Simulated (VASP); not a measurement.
Set up this calculation in VASP 6.6.1, as the native input.

```yaml
Task: single point
Functional: LDA
Potentials_or_basis: VASP PAW LDA potentials, release 64 (P)
Cutoff: 520 eV
k_mesh: 19 × 19 × 19
Occupations: fermi-dirac, width 0.02 eV
Spin: no spin polarisation
Dipole_correction: no
Further_INCAR_settings: ALGO = Normal; EDIFF = 1e-06; NBANDS = 8
```

The structure of P lies in POSCAR:

```
P
1.0
    0.0000000000      1.9224992897      1.9224992897
    1.9224992897      0.0000000000      1.9224992897
    1.9224992897      1.9224992897      0.0000000000
P
1
Direct
    0.0000000000      0.0000000000      0.0000000000
```

This isn't the form of P at room conditions, which is orthorhombic.

The input as run:

INCAR

```
PREC = Accurate ; ENCUT = 520
EDIFF = 1E-6 ; ISMEAR = -1
SIGMA = 0.02 ; LREAL = F
LASPH = T ; NELM = 100
ALGO = Normal ; ISIF = 2
LWAVE = F ; LCHARG = T
GGA = CA ; LELF = T
LVHAR = T ; NBANDS = 8
```

KPOINTS

```
regular mesh
0
Gamma
  19 19 19
```

Potentials or basis: VASP PAW LDA potentials, release 64 (P).

Run with:

```console
$ cat potpaw_LDA.64/P/POTCAR > POTCAR
$ mpirun -np 1 vasp_std > vasp.out
```

It gave:

The pressure is -2.1 GPa. The band gap on the k mesh is zero (an odd number of electrons rules out a gap without spin polarisation).

It took 20 s on 1 thread of Intel Xeon 8259CL, on a shared host, peak memory 0.13 GiB.
